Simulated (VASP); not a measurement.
# Cl (Cmce) in VASP: further runs, part 2 of 2

VASP 6.6.1.

## 4. Relaxation of cell and atoms, PBEsol, target pressure 20 GPa, at which the enthalpy is minimised

This run uses another cell than the first one, of 16.77 Å³/atom.

INCAR reads:

```
PREC = Accurate
ENCUT = 600
EDIFF = 1E-7
ISMEAR = 0
SIGMA = 0.02
LREAL = F
LASPH = T
NELM = 100
ALGO = Normal
ISIF = 3
LWAVE = F
LCHARG = F
GGA = PS
IBRION = 2
NSW = 70
EDIFFG = -0.008
PSTRESS = 200.0
```

KPOINTS reads:

```
regular mesh
0
Gamma
  10 10 4
```

POSCAR reads:

```
Cl
1.0
    2.6719382314     -1.7123977251      0.0000000000
    2.6719382314      1.7123977251      0.0000000000
    0.0000000000      0.0000000000      7.3322313908
Cl
4
Direct
    0.1507650511      0.8492349489      0.1158669417
    0.6507650511      0.3492349489      0.3841330583
    0.8492349489      0.1507650511      0.8841330583
    0.3492349489      0.6507650511      0.6158669417
```

Potentials or basis: VASP PAW PBE potentials, release 64 (Cl).

Launch:

```
$ cat potpaw_PBE.64/Cl/POTCAR > POTCAR
$ mpirun -np 1 vasp_std > vasp.out
```

OUTCAR:

```text
PREC = Accurate
   ENCUT = 600
   EDIFF = 1E-7
   ISMEAR = 0
   LREAL = F
   LASPH = T
   NELM = 100
   ISIF = 3
   GGA = PS
   IBRION = 2
   NSW = 70
   EDIFFG = -0.008
   PSTRESS = 200.0

 ion  position               nearest neighbor table
   1  0.151  0.849  0.116-   3 1.99   2 2.61   2 2.61
   2  0.651  0.349  0.384-   4 1.99   1 2.61   1 2.61
   3  0.849  0.151  0.884-   1 1.99   4 2.61   4 2.61
   4  0.349  0.651  0.616-   2 1.99   3 2.61   3 2.61

  LATTYP: Found a base centered orthorhombic cell.
 ALAT       =     3.4247954502
 B/A-ratio  =     1.5603490896
 C/A-ratio  =     2.1409253479

  Lattice vectors:

 A1 = (  -2.6719382314,  -1.7123977251,   0.0000000000)
 A2 = (   2.6719382314,  -1.7123977251,   0.0000000000)
 A3 = (   0.0000000000,   0.0000000000,   7.3322313908)

[... 388 lines left out ...]
  ext. energy  EPLUGINS =         0.00000000
  ---------------------------------------------------
  free energy    TOTEN  =        -6.67443507 eV

  energy without entropy =       -6.67443507  energy(sigma->0) =       -6.67443507

 E-fermi :   5.7482     XC(G=0): -10.9941

 val. band max:        5.6663129106   @ k =   0.0000   0.0000   0.0000
 cond. band min:       7.3088482898   @ k =   0.5000   0.5000   0.2500
 fundamental gap:      1.6425353792
 Fermi energy:         5.7481973257

 k-point     1 :       0.0000    0.0000    0.0000
  band No.  band energies     occupation
      1     -13.3093      2.00000
      2     -12.0673      2.00000
      3      -9.8931      2.00000
      4      -6.6508      2.00000
      5      -2.1289      2.00000
      6       1.3560      2.00000
[... 481 lines left out ...]
      5      -1.5785      2.00000
      6      -0.3962      2.00000
[... 10 lines left out ...]
     17      12.3450      0.00000
     18      13.8655      0.00000

 [... further k-points ...]

------------------------ aborting loop because EDIFF is reached ----------------------------------------

  FORCE on cell =-STRESS in cart. coord.  units (eV):
  Direction    XX          YY          ZZ          XY          YZ          ZX
  --------------------------------------------------------------------------------------
  -------------------------------------------------------------------------------------
  Total        8.0318687      8.0538148      8.0309820      0.0000000      0.0000000      0.0000000
  in kB      199.8486774    200.3947397    199.8266145      0.0000000      0.0000000      0.0000000
  external PRESSURE =       0.0233439 kB  Pullay stress =     200.0000000 kB
[... 23 lines left out ...]
  energy  without entropy=       -6.6744350715  energy(sigma->0) =       -6.67443507

  enthalpy is  TOTEN    =         1.3635152116 eV   P V=        8.0379502830

 reached required accuracy - stopping structural energy minimisation
```

CONTCAR:

```text
Cl
   1.00000000000000
     2.5928893000667315   -1.6866991134929656    0.0000000000000000
     2.5928893000667315    1.6866991134929656   -0.0000000000000000
     0.0000000000000000    0.0000000000000000    7.3616355722487850
  Cl
     4
Direct
     0.1579789367540244    0.8420210632459755    0.1170286864033165
     0.6579789367540245    0.3420210632459754    0.3829713135966836
     0.8420210632459755    0.1579789367540244    0.8829713135966835
     0.3420210632459754    0.6579789367540245    0.6170286864033165

  0.00000000E+00  0.00000000E+00  0.00000000E+00
  0.00000000E+00  0.00000000E+00  0.00000000E+00
  0.00000000E+00  0.00000000E+00  0.00000000E+00
  0.00000000E+00  0.00000000E+00  0.00000000E+00
```

Wall time 8.5 min (1 thread of Intel Xeon 6975P-C (Granite Rapids), shared host); peak memory 0.26 GiB.

Results:

- Free energy: -6.6744 eV
- Relaxed volume: 16.10 Å³/atom
- Relaxed cell: a = 3.093 Å, b = 3.093 Å, c = 7.362 Å, α = 90.00°, β = 90.00°, γ = 66.09°
- Space group after relaxing (to 0.1 Å): Cmce (No. 64)
- Energy change on relaxing (the run minimises the enthalpy): +67.9 meV/atom
- Ionic steps: 12
- Pressure after relaxing: 20.0 GPa
- Largest force after relaxing: 0.004 eV/Å
- Band gap on the k mesh: 1.64 eV (least direct gap 2.05 eV)

Forces on the atoms (eV/Å):
```
Cl   0.000 -0.001 -0.004
Cl   0.000 -0.001  0.004
Cl   0.000  0.001  0.004
Cl   0.000  0.001 -0.004
```

Step by step:
| step | energy change (eV) | largest force (eV/Å) | pressure (GPa) | volume (Å³) |
| --- | --- | --- | --- | --- |
| 1 | 0.0000 | 0.4898 | 18.23 | 67.10 |
| 2 | 0.1718 | 0.2693 | 17.90 | 65.28 |
| 3 | 0.1389 | 0.1925 | 17.88 | 65.54 |
| 4 | 0.4443 | 0.1316 | 22.74 | 63.10 |
| 5 | 0.2786 | 0.0942 | 20.13 | 64.35 |
| 6 | 0.2816 | 0.0947 | 20.19 | 64.32 |
| 7 | 0.2728 | 0.0421 | 20.10 | 64.39 |
| 8 | 0.2683 | 0.0406 | 20.05 | 64.42 |
| 9 | 0.2608 | 0.0076 | 19.84 | 64.48 |
| 10 | 0.2598 | 0.0052 | 19.81 | 64.49 |
| 11 | 0.2661 | 0.0042 | 19.91 | 64.44 |
| 12 | 0.2715 | 0.0039 | 20.00 | 64.39 |

Final structure:
```xyz
4
Lattice="2.5929 -1.6867 0.0000 2.5929 1.6867 0.0000 0.0000 0.0000 7.3616" Properties=species:S:1:pos:R:3 pbc="T T T"
Cl    2.5929    1.1538    0.8615
Cl    2.5929   -0.5329    2.8193
Cl    2.5929   -1.1538    6.5001
Cl    2.5929    0.5329    4.5423
```

Levels at points of the mesh, in eV from the valence-band top:
| k point | band 12 | band 13 | band 14 | band 15 | band 16 | band 17 |
| --- | --- | --- | --- | --- | --- | --- |
| (0.00, 0.00, 0.00) | -1.29 | -0.07 | 0.00 | 2.12 | 3.31 | 6.46 |
| (0.50, 0.00, 0.00) | -2.46 | -0.96 | -0.96 | 3.32 | 3.32 | 6.96 |
| (0.50, 0.50, 0.00) | -2.46 | -1.81 | -1.16 | 1.76 | 2.56 | 5.83 |
| (0.00, 0.00, 0.50) | -1.53 | -0.03 | -0.03 | 2.48 | 2.48 | 7.87 |
| (0.50, 0.00, 0.50) | -1.68 | -0.02 | -0.02 | 2.03 | 2.03 | 7.65 |
| (0.50, 0.50, 0.50) | -2.63 | -2.39 | -2.39 | 1.77 | 1.77 | 7.56 |

Caveat: the cell is relaxed towards a set pressure, so the run minimises the enthalpy, not the energy; this functional lacks dispersion, which holds the molecules together, so the pressure and a relaxed volume are unreliable; the PAW data sets were made with another functional, which shifts forces and pressure a little.

## 5. Summary

| task | cell | cutoff (eV) | gap on the mesh (eV) | pressure (GPa) |
| --- | --- | --- | --- | --- |
| single point | a = 3.409, b = 3.409, c = 7.676 Å, angles 90.0, 90.0, 64.5°, 4 atoms, atomic positions A | 520 | 1.93 | 4.7 |
| relaxation of cell and atoms | relaxed to 40 GPa from a = 3.013, b = 3.013, c = 7.161 Å, angles 90.0, 90.0, 66.0°, 4 atoms, atomic positions B | 600 | 1.34 | 40.0 |
| relaxation of cell and atoms | relaxed to 20 GPa from a = 3.174, b = 3.174, c = 7.332 Å, angles 90.0, 90.0, 65.3°, 4 atoms, atomic positions C | 600 | 1.64 | 20.0 |

Alike in all rows: level PBEsol; potentials or basis VASP PAW PBE potentials, release 64 (Cl); no spin polarisation; k mesh 10 × 10 × 4; smearing gaussian 0.02 eV.

Caveats: the PAW data sets were made with another functional, which shifts forces and pressure a little; this functional lacks dispersion, which holds the molecules together, so the pressure and a relaxed volume are unreliable (at least some runs); the cell is relaxed towards a set pressure, so the run minimises the enthalpy, not the energy (at least some runs); the cell stands under pressure (at least some runs).

Absolute energies hang on the potentials; compare differences alone.
